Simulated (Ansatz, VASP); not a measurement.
## One calculation of Si, two programs

```
Si
1.0
     2.62054    0.00000    0.00000
    -1.31027    2.26946    0.00000
     0.00000    0.00000    2.50335
Si
1
Direct
  0.00000 0.00000 0.00000
```

Change from the starting cell: strain +0.0150 x Voigt [0, 0, 1, 0, 0, 0], atoms carried along.

Alike in both runs: task single point; functional LDA; k mesh 24 × 24 × 20; occupations gaussian, width 0.15 eV; no spin polarisation.

|  | VASP | Ansatz |
| --- | --- | --- |
| version | VASP 6.6.1 | Ansatz 0.2.0 |
| potentials or method | VASP PAW LDA potentials, release 64 (Si), cutoff 520 eV | scalar-relativistic, plane waves, PAW |
| valence electrons in the cell | 4 | 4 |

|  | VASP | Ansatz | Ansatz less VASP |
| --- | --- | --- | --- |
| gap on the k mesh at the Fermi level (eV) | none | none | - |
| pressure (GPa) | -2.5 | -2.5 | -0.07 |
| traceless stress, the component that is largest in VASP (GPa) | -2.91 | -2.89 | +0.021 |

LDA's correlation is that of Perdew and Zunger in VASP and of Perdew and Wang (1992) in Ansatz. A gap of «none» marks a metal or a gap that the smearing closes.
